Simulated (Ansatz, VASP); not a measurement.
## Two plane-wave programs on TiGaC4N4

File INCAR:

```
PREC = Accurate
ENCUT = 520
EDIFF = 1E-6
ISMEAR = 0
SIGMA = 0.1
LREAL = False
LASPH = True
NELM = 150
ALGO = Normal
ISIF = 2
LWAVE = False
LCHARG = False
ISPIN = 2
MAGMOM = 1 0 0 0 0 0 0 0 0 0
LORBIT = 11
LMAXMIX = 4
GGA = PE
NBANDS = 46
```

File KPOINTS:

```
Automatic mesh
0
Gamma
  4 4 4
```

POSCAR

```
TiGaC4N4
1.0
    5.8843539400      0.0000000000      0.0000000000
    0.0000000000      5.8843539400      0.0000000000
    0.0000000000      0.0000000000      5.8843539400
Ti Ga C N
1 1 4 4
Direct
    0.5000000000      0.5000000000      0.5000000000
    0.0000000000      0.0000000000      0.0000000000
    0.1860282600      0.1860282600      0.1860282600
    0.1860282600      0.8139717400      0.8139717400
    0.8139717400      0.1860282600      0.8139717400
    0.8139717400      0.8139717400      0.1860282600
    0.3008241800      0.3008241800      0.3008241800
    0.3008241800      0.6991758200      0.6991758200
    0.6991758200      0.3008241800      0.6991758200
    0.6991758200      0.6991758200      0.3008241800
```

Input for Ansatz:

```yaml
crystal:
  lattice:
    - [5.88435394, 0.0, 0.0]
    - [0.0, 5.88435394, 0.0]
    - [0.0, 0.0, 5.88435394]
  atoms:
    - { symbol: Ti, position: [0.5, 0.5, 0.5], spin: 1.0 }
    - { symbol: Ga, position: [0.0, 0.0, 0.0] }
    - { symbol: C, position: [0.18602826, 0.18602826, 0.18602826] }
    - { symbol: C, position: [0.18602826, 0.81397174, 0.81397174] }
    - { symbol: C, position: [0.81397174, 0.18602826, 0.81397174] }
    - { symbol: C, position: [0.81397174, 0.81397174, 0.18602826] }
    - { symbol: "N", position: [0.30082418, 0.30082418, 0.30082418] }
    - { symbol: "N", position: [0.30082418, 0.69917582, 0.69917582] }
    - { symbol: "N", position: [0.69917582, 0.30082418, 0.69917582] }
    - { symbol: "N", position: [0.69917582, 0.69917582, 0.30082418] }
basis:
  ecutwfc: 420
kpoints:
  mp_grid: { grid: [4, 4, 4] }
hamiltonian:
  xc: pbe
scf:
  occupations: { method: gaussian, width: 0.1 }
  lower_state_search: "off"
output:
  forces: true
  stress: true
  eigenvalues: true
  populations: true
magnetization:
  spin_polarized: true
```

Alike in both runs: task single point; functional PBE; k mesh 4 × 4 × 4; occupations gaussian, width 0.1 eV; collinear spin.

|  | VASP | Ansatz |
| --- | --- | --- |
| version | VASP 6.6.1 | Ansatz 0.2.0 |
| potentials or method | VASP PAW PBE potentials, release 64 (Ti_sv, Ga_d, C, N), cutoff 520 eV | scalar-relativistic, plane waves, PAW |
| valence electrons in the cell | 61 | 61 |

```csv
,VASP,Ansatz,Ansatz less VASP
gap on the k mesh at the Fermi level (eV),none,none,-
pressure (GPa),3.9,3.6,-0.29
rms of the force components (eV/Å),0.516,0.385,-0.1312
net moment per atom (μB),0.28,0.28,-0.001
size of the moment on the site where the two differ most (μB),1.36,1.02,-0.332
```

Site moments also hang on the region over which each program counts them. Atom by atom the forces differ by 0.202 eV/Å (rms over components). A gap of «none» marks a metal or a gap that the smearing closes. The functional is the same, so the differences come from potentials, cutoffs and numerics.

Noted on VASP's run: the standard files for N, O and F lose accuracy on very short bonds.
